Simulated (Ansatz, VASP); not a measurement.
**Two plane-wave programs on PtS2**

The input INCAR:

```
SYSTEM = PtS2
PREC = Accurate
ENCUT = 520
EDIFF = 1E-6
ISMEAR = 0
SIGMA = 0.05
LREAL = .FALSE.
LASPH = .TRUE.
NELM = 150
ALGO = Normal
ISIF = 2
LWAVE = .FALSE.
LCHARG = .FALSE.
LMAXMIX = 4
LDAU = .TRUE.
LDAUTYPE = 2
LDAUL = 2 -1
LDAUU = 2 0
LDAUJ = 0 0
LDAUPRINT = 1
GGA = PS
NBANDS = 31
```

File KPOINTS:

```
Automatic mesh
0
G
  7 7 3
  0 0 0
```

POSCAR

```
PtS2
1.0
    3.5431995400      0.0000000000      0.0000000000
   -1.7715997700      3.0685008100      0.0000000000
    0.0000000000      0.0000000000     10.0776001800
Pt S
2 4
Direct
    0.0000000000      0.0000000000      0.0000000000
    0.0000000000      0.0000000000      0.5000000000
    0.3333333333      0.6666666667      0.1250000000
    0.6666666667      0.3333333333      0.3750000000
    0.3333333333      0.6666666667      0.6250000000
    0.6666666667      0.3333333333      0.8750000000
```

Input for Ansatz:

```yaml
crystal:
  lattice:
    - [3.54319954, 0.0, 0.0]
    - [-1.77159977, 3.06850081, 0.0]
    - [0.0, 0.0, 10.07760018]
  atoms:
    - { symbol: Pt, position: [0.0, 0.0, 0.0] }
    - { symbol: S, position: [0.3333333333, 0.6666666667, 0.125] }
    - { symbol: S, position: [0.6666666667, 0.3333333333, 0.375] }
    - { symbol: Pt, position: [0.0, 0.0, 0.5] }
    - { symbol: S, position: [0.3333333333, 0.6666666667, 0.625] }
    - { symbol: S, position: [0.6666666667, 0.3333333333, 0.875] }
basis:
  ecutwfc: 420
  ecutrho_ratio: 4
kpoints:
  mp_grid: { grid: [7, 7, 3] }
hamiltonian:
  xc: pbesol
  hubbard:
    sites: [{ site: 0, l: d, u_eff: 2.0 }, { site: 3, l: d, u_eff: 2.0 }]
scf:
  occupations: { method: gaussian, width: 0.05 }
  lower_state_search: "off"
  max_iter: 150
output:
  forces: true
  stress: true
  eigenvalues: true
  populations: true
  hubbard: { sites: [{ site: 0, l: d }, { site: 3, l: d }] }
```

Alike in both runs: task single point; functional PBEsol; k mesh 7 × 7 × 3; occupations gaussian, width 0.05 eV; no spin polarisation; Hubbard terms Pt d U = 2.0 eV.

|  | VASP | Ansatz |
| --- | --- | --- |
| version | VASP 6.6.1 | Ansatz 0.2.0 |
| potentials or method | VASP PAW PBE potentials, release 64 (Pt, S), cutoff 520 eV | scalar-relativistic, plane waves, PAW |
| valence electrons in the cell | 44 | 60 |

```tsv
	VASP	Ansatz	Ansatz less VASP
gap on the k mesh at the Fermi level (eV)	0.31	0.30	-0.005
least direct gap on the mesh (eV)	0.85	0.85	-0.006
pressure (GPa)	-4.3	-2.6	+1.70
rms of the force components (eV/Å)	0.314	0.235	-0.0788
```

VASP's potentials were made for PBE, not for PBEsol. The programs project onto different local orbitals, so the same U acts differently, and such runs can settle in different states. VASP's potentials hold 44 valence electrons a cell and Ansatz's 60, so a difference there can come from the potentials and not from the codes.

Spin-orbit coupling is off throughout.
